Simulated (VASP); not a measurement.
# HgTe (F-43m) in VASP: a series of runs

Runs on HgTe. Level: PBE. Tasks: single point.

All numbers are computed with VASP 6.6.1; they aren't measurements. Logs are shortened: lines on timing, memory, paths and dates and some standing lists are left out, and cuts for length are marked.

### Step 1. The cell of the first run

Symmetry: F-43m, No. 216, cubic system. The conventional cell has a = 6.350 Å, b = 6.350 Å, c = 6.350 Å, α = 90.00°, β = 90.00°, γ = 90.00°. Within 3.6 Å of Hg (site symmetry -43m) lie 4 Te at 2.75 Å. Te (site symmetry -43m) has 4 Hg at 2.75 Å within 3.6 Å.

### Step 2. Single point, PBE (strain -0.015 along x and y, -0.015 along z)

INCAR

```
PREC = Accurate
ENCUT = 520
EDIFF = 1E-6
ISMEAR = 0
SIGMA = 0.15
LREAL = False
LASPH = True
NELM = 100
ALGO = Normal
ISIF = 2
LWAVE = False
LCHARG = False
GGA = PE
NBANDS = 16
```

KPOINTS

```
Automatic mesh
0
Gamma
  14 14 14
```

POSCAR

```
HgTe
1.0
    0.0000000000      3.1751475000      3.1751475000
    3.1751475000      0.0000000000      3.1751475000
    3.1751475000      3.1751475000      0.0000000000
Hg Te
1 1
Direct
    0.0000000000      0.0000000000      0.0000000000
    0.7500000000      0.7500000000      0.7500000000
```

Potentials or basis: VASP PAW PBE potentials, release 64 (Hg, Te).

Started as:

```sh
$ cat potpaw_PBE.64/Hg/POTCAR potpaw_PBE.64/Te/POTCAR > POTCAR
$ mpirun -np 1 vasp_std > vasp.out
```

OUTCAR:

```text
PREC = Accurate
   ENCUT = 520
   EDIFF = 1E-6
   ISMEAR = 0
   LREAL = False
   LASPH = True
   NELM = 100
   ISIF = 2
   GGA = PE

 ion  position               nearest neighbor table
   1  0.000  0.000  0.000-   2 2.75   2 2.75   2 2.75   2 2.75
   2  0.750  0.750  0.750-   1 2.75   1 2.75   1 2.75   1 2.75

  LATTYP: Found a face centered cubic cell.
 ALAT       =     6.3502950000

  Lattice vectors:

 A1 = (   0.0000000000,   3.1751475000,   3.1751475000)
 A2 = (   3.1751475000,   0.0000000000,   3.1751475000)
 A3 = (   3.1751475000,   3.1751475000,   0.0000000000)

Analysis of symmetry for initial positions (statically):
=====================================================================
 Subroutine PRICEL returns:
 Original cell was already a primitive cell.

 Routine SETGRP: Setting up the symmetry group for a
 face centered cubic supercell.

 Subroutine GETGRP returns: Found 24 space group operations
 (whereof 24 operations were pure point group operations)
 out of a pool of 48 trial point group operations.

The static configuration has the point symmetry T_d .

Analysis of symmetry for dynamics (positions and initial velocities):
=====================================================================
 Subroutine PRICEL returns:
 Original cell was already a primitive cell.

 Routine SETGRP: Setting up the symmetry group for a
 face centered cubic supercell.

 Subroutine GETGRP returns: Found 24 space group operations
 (whereof 24 operations were pure point group operations)
 out of a pool of 48 trial point group operations.

The dynamic configuration has the point symmetry T_d .

 Subroutine INISYM returns: Found 24 space group operations
 (whereof 24 operations are pure point group operations),
 and found     1 'primitive' translations

----------------------------------------------------------------------------------------

                                     Primitive cell

  volume of cell :      64.0209

  direct lattice vectors                    reciprocal lattice vectors
     0.000000000  3.175147500  3.175147500    -0.157472999  0.157472999  0.157472999
     3.175147500  0.000000000  3.175147500     0.157472999 -0.157472999  0.157472999
     3.175147500  3.175147500  0.000000000     0.157472999  0.157472999 -0.157472999

  length of vectors
     4.490336657  4.490336657  4.490336657     0.272751236  0.272751236  0.272751236

  position of ions in fractional coordinates (direct lattice)
     0.000000000  0.000000000  0.000000000
     0.750000000  0.750000000  0.750000000

  ion indices of the primitive-cell ions
   primitive index   ion index
                 1           1
                 2           2

----------------------------------------------------------------------------------------

 KPOINTS: Automatic mesh

Automatic generation of k-mesh.
 Grid dimensions read from file:
 generate k-points for:   14   14   14

 Generating k-lattice:

  Cartesian coordinates                     Fractional coordinates (reciprocal lattice)
    -0.011248071  0.011248071  0.011248071     0.071428571  0.000000000  0.000000000
     0.011248071 -0.011248071  0.011248071     0.000000000  0.071428571  0.000000000
     0.011248071  0.011248071 -0.011248071     0.000000000  0.000000000  0.071428571

  Length of vectors
     0.019482231  0.019482231  0.019482231

  Shift w.r.t. Gamma in fractional coordinates (k-lattice)
     0.000000000  0.000000000  0.000000000

 Subroutine IBZKPT returns following result:
 ===========================================

 Found    104 irreducible k-points:

 Following reciprocal coordinates:
            Coordinates               Weight
  0.000000  0.000000  0.000000      1.000000
  0.071429  0.000000  0.000000      8.000000
  0.142857  0.000000  0.000000      8.000000
  0.214286  0.000000  0.000000      8.000000
  0.285714  0.000000  0.000000      8.000000
  0.357143  0.000000  0.000000      8.000000
[... 16 lines left out ...]
  0.214286  0.142857  0.000000     24.000000
  0.285714  0.142857  0.000000     24.000000
 [... further k-points ...]
   k-points           NKPTS =    104   k-points in BZ     NKDIM =    104   number of bands    NBANDS=     16
   number of dos      NEDOS =    301   number of ions     NIONS =      2
   total plane-waves  NPLWV =  46656
   dimension x,y,z NGX =    36 NGY =   36 NGZ =   36
   dimension x,y,z NGXF=    72 NGYF=   72 NGZF=   72
   ions per type =               1   1
   NGX,Y,Z   is equivalent  to a cutoff of  13.33, 13.33, 13.33 a.u.
   NGXF,Y,Z  is equivalent  to a cutoff of  26.66, 26.66, 26.66 a.u.
 SYSTEM =  unknown system
   PREC   = accura    normal or accurate (medium, high low for compatibility)
   ISTART =      0    job   : 0-new  1-cont  2-samecut
   ICHARG =      2    charge: 1-file 2-atom 10-const
   ISPIN  =      1    spin polarized calculation?
   LNONCOLLINEAR =      F non collinear calculations
   LSORBIT =      F    spin-orbit coupling
   LASPH  =      T    aspherical Exc in radial PAW
   ENCUT  =  520.0 eV  38.22 Ry    6.18 a.u.   8.35  8.35  8.35*2*pi/ulx,y,z
   NELM   =    100;   NELMIN=  2; NELMDL= -5     # of ELM steps
   EDIFF  = 0.1E-05   stopping-criterion for ELM
   LREAL  =      F    real-space projection
   EDIFFG = 0.1E-04   stopping-criterion for IOM
   NSW    =      0    number of steps for IOM
   IBRION =     -1    ionic relax: 0-MD 1-quasi-New 2-CG
   NFREE  =      0    steps in history (QN), initial steepest desc. (CG)
   ISIF   =      2    stress and relaxation
   ISYM   =      2    0-nonsym 1-usesym 2-fastsym
   POTIM  = 0.5000    time-step for ionic-motion
   TEBEG  =    0.0;   TEEND  =   0.0 temperature during run
   PSTRESS=    0.0 pullay stress
   NELECT =      18.0000    total number of electrons
   NUPDOWN=      -1.0000    fix difference up-down
   EMIN   =  10.00;   EMAX   =-10.00  energy-range for DOS
   EFERMI =   0.00;   METHOD = LEGACY
   ISMEAR =     0;   SIGMA  =   0.15  broadening in eV -4-tet -1-fermi 0-gaus
   EFERMI_NEDOS =   21; number of points for ismear=-14 and -15
   IALGO  =     38    algorithm
   IMIX   =      4    mixing-type and parameters
     AMIX     =   0.40;   BMIX     =  1.00
     AMIX_MAG =   1.60;   BMIX_MAG =  1.00
  volume/ion in A,a.u.               =      32.01       216.02
  Fermi-wavevector in a.u.,A,eV,Ry     =   1.072486  2.026705 15.649787  1.150227
  Thomas-Fermi vector in A             =   2.208258
   LORBIT       =      0    0 simple, 1 ext, 2 COOP (PROOUT), +10 PAW based schemes
   GGA     = PE    functional components
   LHFCALC =     F    Hartree Fock is set to
   AEXX    =    0.0000 exact exchange contribution
   IVDW    =     0    specifies the selected vdW correction
   LEPSILON=     F    determine dielectric tensor
   LRPA    =     F    only Hartree local field effects (RPA)
 non-spin polarized calculation
 Gauss-broadening in eV      SIGMA  =   0.15
  energy-cutoff  :      520.00
  volume of cell :       64.02
 maximum number of plane-waves:      1759
 NGX is ok and might be reduce to    36
   NGX = 17   NGY = 17   NGZ = 17

 number of electron      17.9999998 magnetization

 Free energy of the ion-electron system (eV)
  ---------------------------------------------------
  ext. energy  EPLUGINS =         0.00000000
  ---------------------------------------------------
  free energy    TOTEN  =        -3.47085437 eV

  energy without entropy =       -3.47067692  energy(sigma->0) =       -3.47076564

 E-fermi :   3.8163     XC(G=0):  -8.9897

 val. band max:        3.6836391028   @ k =   0.0000   0.0000   0.0000
 cond. band min:       4.1096315958   @ k =   0.0714   0.0000   0.0000
 fundamental gap:      0.4259924930
 Fermi energy:         3.8163194928

 k-point     1 :       0.0000    0.0000    0.0000
  band No.  band energies     occupation
      1      -8.7075      2.00000
      2      -4.0009      2.00000
      3      -4.0009      2.00000
      4      -4.0009      2.00000
      5      -3.4036      2.00000
      6      -3.4036      2.00000
[... 8 lines left out ...]
     15      13.3104      0.00000
     16      13.3104      0.00000

 k-point     2 :       0.0714    0.0000    0.0000
  band No.  band energies     occupation
      1      -8.6788      2.00000
      2      -3.9929      2.00000
      3      -3.9926      2.00000
      4      -3.9926      2.00000
      5      -3.4047      2.00000
      6      -3.4047      2.00000
[... 8 lines left out ...]
     15      12.7726      0.00000
     16      12.7726      0.00000

 k-point     3 :       0.1429    0.0000    0.0000
  band No.  band energies     occupation
      1      -8.5969      2.00000
      2      -3.9701      2.00000
      3      -3.9701      2.00000
      4      -3.9634      2.00000
      5      -3.4068      2.00000
      6      -3.4068      2.00000
[... 8 lines left out ...]
     15      12.3309      0.00000
     16      12.3309      0.00000

 k-point     4 :       0.2143    0.0000    0.0000
  band No.  band energies     occupation
      1      -8.4743      2.00000
      2      -3.9391      2.00000
      3      -3.9391      2.00000
      4      -3.8965      2.00000
      5      -3.4070      2.00000
      6      -3.4070      2.00000
[... 8 lines left out ...]
     15      12.1542      0.00000
     16      12.1542      0.00000

 k-point     5 :       0.2857    0.0000    0.0000
  band No.  band energies     occupation
      1      -8.3322      2.00000
      2      -3.9077      2.00000
      3      -3.9077      2.00000
      4      -3.7693      2.00000
      5      -3.4026      2.00000
      6      -3.4026      2.00000
[... 8 lines left out ...]
     15      12.3029      0.00000
     16      12.3029      0.00000

 k-point     6 :       0.3571    0.0000    0.0000
  band No.  band energies     occupation
      1      -8.1986      2.00000
      2      -3.8828      2.00000
      3      -3.8828      2.00000
      4      -3.5596      2.00000
      5      -3.3935      2.00000
      6      -3.3935      2.00000
[... 8 lines left out ...]
     15      12.7603      0.00000
     16      12.7603      0.00000

 k-point     7 :       0.4286    0.0000    0.0000
  band No.  band energies     occupation
      1      -8.1029      2.00000
      2      -3.8679      2.00000
      3      -3.8679      2.00000
      4      -3.3839      2.00000
      5      -3.3839      2.00000
      6      -3.2697      2.00000
[... 8 lines left out ...]
     15      13.3922      0.00000
     16      13.3922      0.00000

 k-point     8 :       0.5000    0.0000    0.0000
  band No.  band energies     occupation
      1      -8.0681      2.00000
      2      -3.8631      2.00000
      3      -3.8631      2.00000
      4      -3.3798      2.00000
      5      -3.3798      2.00000
      6      -3.0627      2.00000
[... 8 lines left out ...]
     15      13.7912      0.00000
     16      13.7912      0.00000

 k-point     9 :       0.0714    0.0714    0.0000
  band No.  band energies     occupation
      1      -8.6692      2.00000
      2      -3.9995      2.00000
      3      -3.9852      2.00000
      4      -3.9852      2.00000
      5      -3.4100      2.00000
      6      -3.4002      2.00000
[... 8 lines left out ...]
     15      12.2169      0.00000
     16      13.3337      0.00000
[... 172 lines left out ...]
 k-point    19 :      -0.2143    0.0714    0.0000
  band No.  band energies     occupation
      1      -8.4071      2.00000
      2      -3.9280      2.00000
      3      -3.9152      2.00000
      4      -3.8532      2.00000
      5      -3.4190      2.00000
      6      -3.3928      2.00000
[... 8 lines left out ...]
     15      11.7631      0.00000
     16      12.6722      0.00000

 k-point    20 :      -0.1429    0.0714    0.0000
  band No.  band energies     occupation
      1      -8.5366      2.00000
      2      -3.9597      2.00000
      3      -3.9526      2.00000
      4      -3.9322      2.00000
      5      -3.4171      2.00000
      6      -3.3981      2.00000
[... 8 lines left out ...]
     15      11.8496      0.00000
     16      12.3500      0.00000

 k-point    21 :      -0.0714    0.0714    0.0000
  band No.  band energies     occupation
      1      -8.6323      2.00000
      2      -3.9833      2.00000
      3      -3.9831      2.00000
      4      -3.9705      2.00000
      5      -3.4111      2.00000
      6      -3.4012      2.00000
[... 8 lines left out ...]
     15      12.2093      0.00000
     16      12.5096      0.00000

 k-point    22 :       0.1429    0.1429    0.0000
  band No.  band energies     occupation
      1      -8.5596      2.00000
      2      -3.9913      2.00000
      3      -3.9398      2.00000
      4      -3.9398      2.00000
      5      -3.4258      2.00000
      6      -3.3904      2.00000
[... 8 lines left out ...]
     15      11.8252      0.00000
     16      13.4025      0.00000

 k-point    23 :       0.2143    0.1429    0.0000
  band No.  band energies     occupation
      1      -8.4677      2.00000
      2      -3.9719      2.00000
      3      -3.9064      2.00000
      4      -3.9004      2.00000
      5      -3.4320      2.00000
      6      -3.3848      2.00000
[... 8 lines left out ...]
     15      12.4790      0.00000
     16      13.2269      0.00000

 k-point    24 :       0.2857    0.1429    0.0000
  band No.  band energies     occupation
      1      -8.3444      2.00000
      2      -3.9332      2.00000
      3      -3.8708      2.00000
      4      -3.8300      2.00000
      5      -3.4281      2.00000
      6      -3.3793      2.00000
[... 8 lines left out ...]
     15      12.7930      0.00000
     16      13.1740      0.00000

 [... further k-points ...]

------------------------ aborting loop because EDIFF is reached ----------------------------------------

  FORCE on cell =-STRESS in cart. coord.  units (eV):
  Direction    XX          YY          ZZ          XY          YZ          ZX
  --------------------------------------------------------------------------------------
  -------------------------------------------------------------------------------------
  Total        2.7496432      2.7496432      2.7496432      0.0000000     -0.0000000      0.0000000
  in kB       68.8121627     68.8121627     68.8121627      0.0000000     -0.0000000      0.0000000
  external PRESSURE =      68.8121627 kB  Pullay stress =       0.0000000 kB

 VOLUME and BASIS-vectors are now :
 -----------------------------------------------------------------------------
  energy-cutoff  :      520.00
  volume of cell :       64.02
      direct lattice vectors                 reciprocal lattice vectors
     0.000000000  3.175147500  3.175147500    -0.157472999  0.157472999  0.157472999
     3.175147500  0.000000000  3.175147500     0.157472999 -0.157472999  0.157472999
     3.175147500  3.175147500  0.000000000     0.157472999  0.157472999 -0.157472999

 POSITION                                       TOTAL-FORCE (eV/Angst)
 -----------------------------------------------------------------------------------
      0.00000      0.00000      0.00000         0.000000      0.000000     -0.000000
      4.76272      4.76272      4.76272        -0.000000     -0.000000      0.000000
 -----------------------------------------------------------------------------------
    total drift:                               -0.000000     -0.000000     -0.000000

  FREE ENERGIE OF THE ION-ELECTRON SYSTEM (eV)
  ---------------------------------------------------
  free  energy   TOTEN  =        -3.4708543664 eV

  energy  without entropy=       -3.4706769179  energy(sigma->0) =       -3.47076564
```

Run time: 48 s. Hardware: 1 thread of Intel Xeon Platinum 8488C (Sapphire Rapids), shared host; peak memory 0.27 GiB.

What came out:

- Free energy: -3.4709 eV
- Pressure: 6.9 GPa
- Band gap on the k mesh: zero (filled and empty bands touch)

Caveat: the cell differs from its parent crystal (strain -0.015 along x and y, -0.015 along z); the cell stands under pressure; semilocal functionals underestimate gaps, and a narrow one can read as zero; spin-orbit coupling is left out, which moves the levels of the heavy elements.

### Step 3. Single point, PBE (strain +0.015 along x and y, +0.015 along z)

INCAR

```
PREC = Accurate ; ENCUT = 520
EDIFF = 1E-6 ; ISMEAR = 0
SIGMA = 0.15 ; LREAL = False
LASPH = True ; NELM = 80
ALGO = Normal ; ISIF = 2
LWAVE = False ; LCHARG = True
GGA = PE ; LELF = True
LVHAR = True ; NBANDS = 16
```

KPOINTS is that of step 2.

POSCAR

```
HgTe
1.0
    0.0000000000      3.2718525000      3.2718525000
    3.2718525000      0.0000000000      3.2718525000
    3.2718525000      3.2718525000      0.0000000000
Hg Te
1 1
Direct
    0.0000000000      0.0000000000      0.0000000000
    0.7500000000      0.7500000000      0.7500000000
```

Potentials or basis: VASP PAW PBE potentials, release 64 (Hg, Te).

Started as:

```sh
$ cat potpaw_PBE.64/Hg/POTCAR potpaw_PBE.64/Te/POTCAR > POTCAR
$ mpirun -np 1 vasp_std > vasp.out
```

It took 52 s on 1 thread of Intel Xeon Platinum 8488C (Sapphire Rapids), shared host; peak memory 0.28 GiB.

It converged, with:

| Item | Value |
| --- | --- |
| Free energy | -3.6306 eV |
| Pressure | 1.9 GPa |
| Band gap on the k mesh | zero (filled and empty bands touch) |

Levels at points of the mesh, in eV from the Fermi level:
| k point | band 7 | band 8 | band 9 | band 10 | band 11 | band 12 |
| --- | --- | --- | --- | --- | --- | --- |
| (0.00, 0.00, 0.00) | -0.95 | -0.13 | -0.13 | -0.13 | 4.16 | 4.16 |
| (0.50, 0.00, 0.00) | -5.39 | -1.05 | -1.05 | 0.57 | 4.93 | 4.93 |
| (0.50, 0.50, 0.00) | -5.37 | -2.25 | -2.25 | 1.78 | 2.45 | 7.95 |

Caveat: the cell differs from its parent crystal (strain +0.015 along x and y, +0.015 along z); semilocal functionals underestimate gaps, and a narrow one can read as zero; spin-orbit coupling is left out, which moves the levels of the heavy elements.

### Step 4. Single point, PBE (strain +0.030 along x and y, +0.030 along z)

INCAR

```
SYSTEM = HgTe
PREC = Accurate
ENCUT = 520
EDIFF = 1E-6
ISMEAR = 0
SIGMA = 0.15
LREAL = .FALSE.
LASPH = .TRUE.
NELM = 80
ALGO = Normal
ISIF = 2
LWAVE = .FALSE.
LCHARG = .TRUE.
GGA = PE
LELF = .TRUE.
LVHAR = .TRUE.
NBANDS = 16
```

KPOINTS

```
regular mesh
0
G
  14 14 14
  0 0 0
```

POSCAR

```
HgTe
1.0
    0.0000000000      3.3202050000      3.3202050000
    3.3202050000      0.0000000000      3.3202050000
    3.3202050000      3.3202050000      0.0000000000
Hg Te
1 1
Direct
    0.0000000000      0.0000000000      0.0000000000
    0.7500000000      0.7500000000      0.7500000000
```

Started as:

```sh
$ cat potpaw_PBE.64/Hg/POTCAR potpaw_PBE.64/Te/POTCAR > POTCAR
$ mpirun -np 1 vasp_std > vasp.out
```

Run time: 50 s. Hardware: 1 thread of Intel Xeon Platinum 8488C (Sapphire Rapids), shared host; peak memory 0.28 GiB.

The run converged. Its results:

* Free energy: -3.6517 eV
* Pressure: 0.2 GPa
* Band gap on the k mesh: zero (filled and empty bands touch)

Levels at points of the mesh, in eV from the Fermi level:
```
           k point  band 6  band 7  band 8  band 9  band 10  band 11  band 12  band 13
(0.00, 0.00, 0.00)   -6.61   -1.04   -0.13   -0.13    -0.13     4.24     4.24     4.24
(0.50, 0.00, 0.00)   -6.35   -5.11   -0.97   -0.97     0.57     4.97     4.97     6.68
(0.50, 0.50, 0.00)   -6.24   -5.14   -2.08   -2.08     1.78     2.57     7.81     8.40
```

Caveat: the cell differs from its parent crystal (strain +0.030 along x and y, +0.030 along z); semilocal functionals underestimate gaps, and a narrow one can read as zero; spin-orbit coupling is left out, which moves the levels of the heavy elements.

### Step 5. The runs side by side

```csv
cell,gap on the mesh (eV),pressure (GPa)
"a = 4.490 Å, angles 60.0°, 2 atoms",none,6.9
"a = 4.627 Å, angles 60.0°, 2 atoms",none,1.9
"a = 4.695 Å, angles 60.0°, 2 atoms",none,0.2
```

Alike in all rows: task single point; level PBE; potentials or basis VASP PAW PBE potentials, release 64 (Hg, Te); no spin polarisation; k mesh 14 × 14 × 14; cutoff (eV) 520; smearing gaussian 0.15 eV.

Caveats: semilocal functionals underestimate gaps, and a narrow one can read as zero; spin-orbit coupling is left out, which moves the levels of the heavy elements; the cell stands under pressure (at least some runs).

Total energies depend on the potentials used, so only differences within one code and one set of settings carry meaning.

The gap in the log of VASP goes by the Fermi energy; the results here count the filled bands.